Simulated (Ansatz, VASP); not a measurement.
**Si4Se3 in VASP and in Ansatz**

The input INCAR:

```
SYSTEM = Si4Se3
ALGO = Normal
EDIFF = 1E-7
EDIFFG = -0.08
ENCUT = 500
GGA = PE
GGA_COMPAT = .False.
IBRION = 2
ISIF = 3
ISMEAR = 0
LASPH = .True.
LCHARG = .False.
LREAL = .False.
LWAVE = .False.
NELM = 120
NELMIN = 4
NSW = 36
PREC = Accurate
SIGMA = 0.2
```

The input KPOINTS:

```
k-points
0
Gamma
  3 3 3
  0 0 0
```

The input POSCAR:

```
Si4Se3
1.0
    5.1463117900      0.0000000000      0.0000000000
    0.0000000000      5.1463117900      0.0000000000
    0.0000000000      0.0000000000      5.3265060600
Si Se
4 3
Direct
    0.2554910200      0.2554910200      0.2597206200
    0.7445089800      0.7445089800      0.2597206200
    0.7445089800      0.2554910200      0.7402793800
    0.2554910200      0.7445089800      0.7402793800
    0.0000000000      0.0000000000      0.0000000000
    0.0000000000      0.0000000000      0.5000000000
    0.5000000000      0.5000000000      0.0000000000
```

Input for Ansatz:

```yaml
crystal:
  lattice:
    - [5.14631179, 0.0, 0.0]
    - [0.0, 5.14631179, 0.0]
    - [0.0, 0.0, 5.32650606]
  atoms:
    - { symbol: Si, position: [0.25549102, 0.25549102, 0.25972062] }
    - { symbol: Si, position: [0.74450898, 0.74450898, 0.25972062] }
    - { symbol: Si, position: [0.74450898, 0.25549102, 0.74027938] }
    - { symbol: Si, position: [0.25549102, 0.74450898, 0.74027938] }
    - { symbol: Se, position: [0.0, 0.0, 0.0] }
    - { symbol: Se, position: [0.0, 0.0, 0.5] }
    - { symbol: Se, position: [0.5, 0.5, 0.0] }
basis:
  ecutwfc: 420
kpoints:
  mp_grid: { grid: [3, 3, 3] }
hamiltonian:
  xc: pbe
scf:
  occupations: { method: gaussian, width: 0.2 }
  lower_state_search: "off"
output:
  forces: true
  stress: true
  eigenvalues: true
relax:
  adjacent_minimum: "off"
  f_tol: 0.08
  max_steps: 16
  cell: { stress_tol: 0.8 }
```

Change from the starting cell: species swapped into the Ti4H3 type (P-42m, No. 111).

Alike in both runs: task relaxation of cell and atoms; functional PBE; k mesh 3 × 3 × 3; occupations gaussian, width 0.2 eV; no spin polarisation.

|  | VASP | Ansatz |
| --- | --- | --- |
| version | VASP 6.6.1 | Ansatz 0.2.0 |
| potentials or method | VASP PAW PBE potentials, release 64 (Si, Se), cutoff 500 eV | scalar-relativistic, plane waves, PAW |
| valence electrons in the cell | 34 | 64 |

|  | VASP | Ansatz | Ansatz less VASP |
| --- | --- | --- | --- |
| gap on the k mesh at the Fermi level, each at its own relaxed structure (eV) | none | none | - |
| relaxed volume (Å³/atom) | 24.09 | 24.07 | -0.018 |
| relaxed cell length with the largest relative difference (Å) | 7.517 | 7.555 | +0.0377 |

A gap of «none» marks a metal or a gap that the smearing closes. VASP's potentials hold 34 valence electrons a cell and Ansatz's 64, so a difference there can come from the potentials and not from the codes.

The k mesh is coarse, so the values compare programs but aren't converged. Noted on VASP's run: the volume moved by over 15 % at a fixed basis, so the end points are rough.
